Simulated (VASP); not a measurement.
# SrO (P1) in VASP: single point with PBE

Aim: the single point of SrO with PBE.

Program: VASP 6.6.1. These are calculated values, not measurements. Logs are shortened: lines on timing, memory, paths and dates and some standing lists are left out, and cuts for length are marked.

## (1) The cell of the first run

The typed cell holds 16 atoms: a = 7.297 Å, b = 7.297 Å, c = 7.297 Å, α = 60.00°, β = 60.00°, γ = 60.00°.

## (2) Single point, PBE

The input, INCAR:

```
  ALGO = Normal
  EDIFF = 1E-6
  ENCUT = 520
  GGA = PE
  ISIF = 2
  ISMEAR = -1
  LASPH = T
  LCHARG = F
  LREAL = Auto
  LWAVE = F
  NBANDS = 78
  NELM = 100
  PREC = Accurate
  SIGMA = 0.069
```

The input, KPOINTS:

```
k-points
0
Gamma
  2 2 2
```

The input, POSCAR:

```
SrO
1.0
    0.0000000000      5.1597846531      5.1597846531
    5.1597846531      0.0000000000      5.1597846531
    5.1597846531      5.1597846531      0.0000000000
Sr O
8 8
Direct
   -0.0128367760     -0.0013014109      0.0149744622
   -0.0033122506      0.0041797287      0.4863543091
    0.0104078956      0.5010932963     -0.0123033235
    0.0023281010      0.5010431004      0.5049151612
    0.4946041689      0.0011860960      0.0092945739
    0.4828234447      0.0104911355      0.5120773787
    0.5138749344      0.4824732363     -0.0053884032
    0.4955076950      0.4914802013      0.5112430416
    0.2570683835      0.2502343774      0.2501688708
    0.2608977100      0.2631061355      0.7094020867
    0.2418596092      0.7640201607      0.2463867362
    0.2404711792      0.7488453026      0.7475663733
    0.7369042035      0.2542509210      0.2530537780
    0.7783283160      0.2447926774      0.7459149478
    0.7581283451      0.7421160489      0.2485361476
    0.7448373834      0.7329810747      0.7625323079
```

Potentials or basis: VASP PAW PBE potentials, release 64 (Sr_sv, O).

Command:

```
> cat potpaw_PBE.64/Sr_sv/POTCAR potpaw_PBE.64/O/POTCAR > POTCAR
> mpirun -np 1 vasp_std > vasp.out
```

OUTCAR:

```text
EDIFF = 1E-6
   ENCUT = 520
   GGA = PE
   ISIF = 2
   ISMEAR = -1
   LASPH = T
   LREAL = Auto
   NELM = 100
   PREC = Accurate

 ion  position               nearest neighbor table
   1  0.987  0.999  0.015-  14 2.48  15 2.51  11 2.51  13 2.55  12 2.67  10 2.79   7 3.49   2 3.50
                             4 3.60   5 3.61   6 3.64   3 3.65   6 3.65   3 3.66   5 3.69   4 3.69
   2  0.997  0.004  0.486-  11 2.48  13 2.55  14 2.59  12 2.61   9 2.62  16 2.70   1 3.50   5 3.56
                             4 3.59   8 3.61   3 3.63   6 3.64   3 3.67   6 3.67   8 3.69   4 3.72
   3  0.010  0.501  0.988-  12 2.47  16 2.54  15 2.59   9 2.63  10 2.67  13 2.69   8 3.51   4 3.55
                             5 3.59   7 3.63   2 3.63   1 3.65   1 3.66   2 3.67   7 3.67   5 3.71
   4  0.002  0.501  0.505-  10 2.40  14 2.48  16 2.53  15 2.58  11 2.59   9 2.61   6 3.54   3 3.55
                             7 3.57   2 3.59   8 3.59   1 3.60   1 3.69   8 3.71   2 3.72   7 3.73
   5  0.495  0.001  0.009-   9 2.53  11 2.53  15 2.60  16 2.66  14 2.72  10 2.76   7 3.53   2 3.56
                             3 3.59   1 3.61   8 3.61   6 3.64   6 3.66   8 3.69   1 3.69   3 3.71
   6  0.483  0.010  0.512-  10 2.33   9 2.52  13 2.57  12 2.60  16 2.65  15 2.75   4 3.54   8 3.55
                             7 3.62   2 3.64   5 3.64   1 3.64   1 3.65   5 3.66   2 3.67   7 3.69
   7  0.514  0.482  0.995-  16 2.49  13 2.49  14 2.51   9 2.53  12 2.69  11 2.75   1 3.49   5 3.53
                             8 3.56   4 3.57   6 3.62   3 3.63   3 3.67   6 3.69   4 3.73   8 3.74
   8  0.496  0.491  0.511-  10 2.40  12 2.55  13 2.56  15 2.65  14 2.68  11 2.68   3 3.51   6 3.55
                             7 3.56   4 3.59   5 3.61   2 3.61   5 3.69   2 3.69   4 3.71   7 3.74
   9  0.257  0.250  0.250-   6 2.52   7 2.53   5 2.53   4 2.61   2 2.62   3 2.63
  10  0.261  0.263  0.709-   6 2.33   4 2.40   8 2.40   3 2.67   5 2.76   1 2.79
  11  0.242  0.764  0.246-   2 2.48   1 2.51   5 2.53   4 2.59   8 2.68   7 2.75
  12  0.240  0.749  0.748-   3 2.47   8 2.55   6 2.60   2 2.61   1 2.67   7 2.69
  13  0.737  0.254  0.253-   7 2.49   2 2.55   1 2.55   8 2.56   6 2.57   3 2.69
  14  0.778  0.245  0.746-   1 2.48   4 2.48   7 2.51   2 2.59   8 2.68   5 2.72
  15  0.758  0.742  0.249-   1 2.51   4 2.58   3 2.59   5 2.60   8 2.65   6 2.75
  16  0.745  0.733  0.763-   7 2.49   4 2.53   3 2.54   6 2.65   5 2.66   2 2.70

  LATTYP: Found a face centered cubic cell.
 ALAT       =    10.3195693062

  Lattice vectors:

 A1 = (   0.0000000000,   5.1597846531,   5.1597846531)
 A2 = (   5.1597846531,   0.0000000000,   5.1597846531)
 A3 = (   5.1597846531,   5.1597846531,   0.0000000000)

Analysis of symmetry for initial positions (statically):
=====================================================================
 Subroutine PRICEL returns:
 Original cell was already a primitive cell.

 Routine SETGRP: Setting up the symmetry group for a
 face centered cubic supercell.

 Subroutine GETGRP returns: Found  1 space group operations
 (whereof  1 operations were pure point group operations)
 out of a pool of 48 trial point group operations.

The static configuration has the point symmetry C_1 .

Analysis of symmetry for dynamics (positions and initial velocities):
=====================================================================
 Subroutine PRICEL returns:
 Original cell was already a primitive cell.

 Routine SETGRP: Setting up the symmetry group for a
 face centered cubic supercell.

 Subroutine GETGRP returns: Found  1 space group operations
 (whereof  1 operations were pure point group operations)
 out of a pool of 48 trial point group operations.

The dynamic configuration has the point symmetry C_1 .

 Subroutine INISYM returns: Found  1 space group operations
 (whereof  1 operations are pure point group operations),
 and found     1 'primitive' translations

----------------------------------------------------------------------------------------

                                     Primitive cell

  volume of cell :     274.7418

  direct lattice vectors                    reciprocal lattice vectors
     0.000000000  5.159784653  5.159784653    -0.096903269  0.096903269  0.096903269
     5.159784653  0.000000000  5.159784653     0.096903269 -0.096903269  0.096903269
     5.159784653  5.159784653  0.000000000     0.096903269  0.096903269 -0.096903269

  length of vectors
     7.297037435  7.297037435  7.297037435     0.167841385  0.167841385  0.167841385

  position of ions in fractional coordinates (direct lattice)
     0.987163224  0.998698589  0.014974462
     0.996687749  0.004179729  0.486354309
[... 40 lines left out ...]
 generate k-points for:    2    2    2

 Generating k-lattice:

  Cartesian coordinates                     Fractional coordinates (reciprocal lattice)
    -0.048451634  0.048451634  0.048451634     0.500000000  0.000000000  0.000000000
     0.048451634 -0.048451634  0.048451634     0.000000000  0.500000000  0.000000000
     0.048451634  0.048451634 -0.048451634     0.000000000  0.000000000  0.500000000

  Length of vectors
     0.083920693  0.083920693  0.083920693

  Shift w.r.t. Gamma in fractional coordinates (k-lattice)
     0.000000000  0.000000000  0.000000000

 Subroutine IBZKPT returns following result:
 ===========================================

 Found      8 irreducible k-points:

 Following reciprocal coordinates:
            Coordinates               Weight
  0.000000  0.000000  0.000000      1.000000
  0.500000  0.000000  0.000000      1.000000
  0.000000  0.500000  0.000000      1.000000
  0.000000  0.000000  0.500000      1.000000
  0.500000  0.500000  0.500000      1.000000
  0.500000  0.500000  0.000000      1.000000
  0.000000  0.500000  0.500000      1.000000
  0.500000  0.000000  0.500000      1.000000
   k-points           NKPTS =      8   k-points in BZ     NKDIM =      8   number of bands    NBANDS=     78
   number of dos      NEDOS =    301   number of ions     NIONS =     16
   total plane-waves  NPLWV = 157464
   dimension x,y,z NGX =    54 NGY =   54 NGZ =   54
   dimension x,y,z NGXF=   108 NGYF=  108 NGZF=  108
   ions per type =               8   8
   NGX,Y,Z   is equivalent  to a cutoff of  12.30, 12.30, 12.30 a.u.
   NGXF,Y,Z  is equivalent  to a cutoff of  24.61, 24.61, 24.61 a.u.
 SYSTEM =  unknown system
   PREC   = accura    normal or accurate (medium, high low for compatibility)
   ISTART =      0    job   : 0-new  1-cont  2-samecut
   ICHARG =      2    charge: 1-file 2-atom 10-const
   ISPIN  =      1    spin polarized calculation?
   LNONCOLLINEAR =      F non collinear calculations
   LSORBIT =      F    spin-orbit coupling
   LASPH  =      T    aspherical Exc in radial PAW
   ENCUT  =  520.0 eV  38.22 Ry    6.18 a.u.  13.57 13.57 13.57*2*pi/ulx,y,z
   NELM   =    100;   NELMIN=  2; NELMDL= -5     # of ELM steps
   EDIFF  = 0.1E-05   stopping-criterion for ELM
   LREAL  =      T    real-space projection
   EDIFFG = 0.1E-04   stopping-criterion for IOM
   NSW    =      0    number of steps for IOM
   IBRION =     -1    ionic relax: 0-MD 1-quasi-New 2-CG
   NFREE  =      0    steps in history (QN), initial steepest desc. (CG)
   ISIF   =      2    stress and relaxation
   ISYM   =      2    0-nonsym 1-usesym 2-fastsym
   POTIM  = 0.5000    time-step for ionic-motion
   TEBEG  =    0.0;   TEEND  =   0.0 temperature during run
   PSTRESS=    0.0 pullay stress
   NELECT =     128.0000    total number of electrons
   NUPDOWN=      -1.0000    fix difference up-down
   EMIN   =  10.00;   EMAX   =-10.00  energy-range for DOS
   EFERMI =   0.00;   METHOD = LEGACY
   ISMEAR =    -1;   SIGMA  =   0.07  broadening in eV -4-tet -1-fermi 0-gaus
   EFERMI_NEDOS =   21; number of points for ismear=-14 and -15
   IALGO  =     38    algorithm
   IMIX   =      4    mixing-type and parameters
     AMIX     =   0.40;   BMIX     =  1.00
     AMIX_MAG =   1.60;   BMIX_MAG =  1.00
  volume/ion in A,a.u.               =      17.17       115.88
  Fermi-wavevector in a.u.,A,eV,Ry     =   1.269122  2.398292 21.914492  1.610670
  Thomas-Fermi vector in A             =   2.402180
   LORBIT       =      0    0 simple, 1 ext, 2 COOP (PROOUT), +10 PAW based schemes
   GGA     = PE    functional components
   LHFCALC =     F    Hartree Fock is set to
   AEXX    =    0.0000 exact exchange contribution
   IVDW    =     0    specifies the selected vdW correction
   LEPSILON=     F    determine dielectric tensor
   LRPA    =     F    only Hartree local field effects (RPA)
 non-spin polarized calculation
  energy-cutoff  :      520.00
  volume of cell :      274.74
 maximum number of plane-waves:      7391
   NGX = 27   NGY = 27   NGZ = 27

 number of electron     128.0000002 magnetization

 Free energy of the ion-electron system (eV)
  ---------------------------------------------------
  ext. energy  EPLUGINS =         0.00000000
  ---------------------------------------------------
  free energy    TOTEN  =       -95.71292643 eV

  energy without entropy =      -95.71292643  energy(sigma->0) =      -95.71292643

 E-fermi :   3.3407     XC(G=0):  -9.9684

 val. band max:        1.6317204606   @ k =   0.0000   0.0000   0.0000
 cond. band min:       4.8982251567   @ k =   0.0000   0.0000   0.0000
 fundamental gap:      3.2665046961
 Fermi energy:         3.3406752600

 k-point     1 :       0.0000    0.0000    0.0000
  band No.  band energies     occupation
      1     -31.0679      2.00000
      2     -30.8136      2.00000
      3     -30.7419      2.00000
      4     -30.6987      2.00000
      5     -30.6652      2.00000
      6     -30.5947      2.00000
[... 621 lines left out ...]
     75       7.9557      0.00000
     76       8.0723      0.00000
 [bands above 76 left out]

------------------------ aborting loop because EDIFF is reached ----------------------------------------

  FORCE on cell =-STRESS in cart. coord.  units (eV):
  Direction    XX          YY          ZZ          XY          YZ          ZX
  --------------------------------------------------------------------------------------
  -------------------------------------------------------------------------------------
  Total        6.0403141      5.4807191      5.7969704     -0.1172632      0.1606085      0.0492785
  in kB       35.2245441     31.9612236     33.8054668     -0.6838294      0.9366004      0.2873710
  external PRESSURE =      33.6637448 kB  Pullay stress =       0.0000000 kB

 VOLUME and BASIS-vectors are now :
 -----------------------------------------------------------------------------
  energy-cutoff  :      520.00
  volume of cell :      274.74
      direct lattice vectors                 reciprocal lattice vectors
     0.000000000  5.159784653  5.159784653    -0.096903269  0.096903269  0.096903269
     5.159784653  0.000000000  5.159784653     0.096903269 -0.096903269  0.096903269
     5.159784653  5.159784653  0.000000000     0.096903269  0.096903269 -0.096903269

 POSITION                                       TOTAL-FORCE (eV/Angst)
 -----------------------------------------------------------------------------------
      5.23033      5.17081     10.24662        -0.756043     -0.016109      0.020740
      2.53105      7.65218      5.16426         0.585585      0.598073     -0.049918
      7.68184      5.15000      2.63924         0.742347     -0.124183     -0.319667
      5.19053      2.61727      2.59729        -0.322953     -0.800194     -0.004037
      0.05408      2.60001      2.55817        -0.676980      0.443850     -0.194732
      2.69634      5.13347      2.54540        -1.065873      0.211143     -0.384669
[... 8 lines left out ...]
      5.11155      5.19417      7.74094         0.079161     -0.392996      0.032483
      7.71653      7.77770      7.62523         0.273625     -0.158298      0.539312
 -----------------------------------------------------------------------------------
    total drift:                                0.002139     -0.000273      0.000780

  FREE ENERGIE OF THE ION-ELECTRON SYSTEM (eV)
  ---------------------------------------------------
  free  energy   TOTEN  =       -95.7129264331 eV

  energy  without entropy=      -95.7129264329  energy(sigma->0) =      -95.71292643
```

It took 4.3 min on 1 thread of Intel Xeon 6975P-C (Granite Rapids), shared host; peak memory 0.42 GiB.

Results:

| Property | Result |
| --- | --- |
| Free energy | -95.7129 eV |
| Pressure | 3.4 GPa |
| Largest force | 1.637 eV/Å |
| Band gap on the k mesh | 3.27 eV |

Forces in eV/Å, atoms in the order of the input:
```
Sr  -0.756 -0.016  0.021
Sr   0.586  0.598 -0.050
Sr   0.742 -0.124 -0.320
Sr  -0.323 -0.800 -0.004
Sr  -0.677  0.444 -0.195
Sr  -1.066  0.211 -0.385
Sr   0.882 -0.272  0.251
Sr  -0.178 -0.307  1.162
O   -0.416 -0.364 -0.235
O    1.105  1.095 -0.510
O   -0.109  0.202  0.217
O   -0.057  0.192  0.088
O   -0.231  0.310  0.138
O    0.145 -0.617 -0.751
O    0.079 -0.393  0.032
O    0.274 -0.158  0.539
```

Stress tensor (GPa, compression positive):
```
 3.52 -0.07  0.03
-0.07  3.20  0.09
 0.03  0.09  3.38
```

Caveat: the k points lie up to 0.53 Å⁻¹ apart; the atoms stand as in a frame of molecular dynamics; forces of over 1 eV/Å act on the atoms, so gaps and moduli don't describe the material at rest.
